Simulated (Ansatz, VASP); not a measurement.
## One calculation of C, two programs

```
CELL_PARAMETERS angstrom
0.00000 2.10527 3.35198
1.21613 0.00000 3.35198
1.21613 2.10527 0.00000
ATOMIC_POSITIONS crystal
C 0.14912 0.85088 0.14912
C 0.85088 0.14912 0.85088
```

Alike in both runs: task single point; functional PBE; dispersion D3(BJ); k mesh 16 × 16 × 16; occupations gaussian, width 0.03 eV; no spin polarisation.

|  | VASP | Ansatz |
| --- | --- | --- |
| version | VASP 6.6.1 | Ansatz 0.2.0 |
| potentials or method | VASP PAW PBE potentials, release 64 (C), cutoff 520 eV | scalar-relativistic, plane waves, PAW |
| valence electrons in the cell | 8 | 8 |

VASP gave:

```
gap on the k mesh at the Fermi level (eV)                     : none
pressure (GPa)                                                : 26.1
traceless stress, the component that is largest in VASP (GPa) : 39.58
rms of the force components (eV/Å)                            : 6.065
```

Question: Estimate Ansatz's values.

Answer: gap on the k mesh at the Fermi level (eV): none; pressure (GPa): 25.7; traceless stress, the component that is largest in VASP (GPa): 38.97; rms of the force components (eV/Å): 6.044.

Atom by atom the forces differ by 0.021 eV/Å (rms over components). A gap of «none» marks a metal or a gap that the smearing closes.
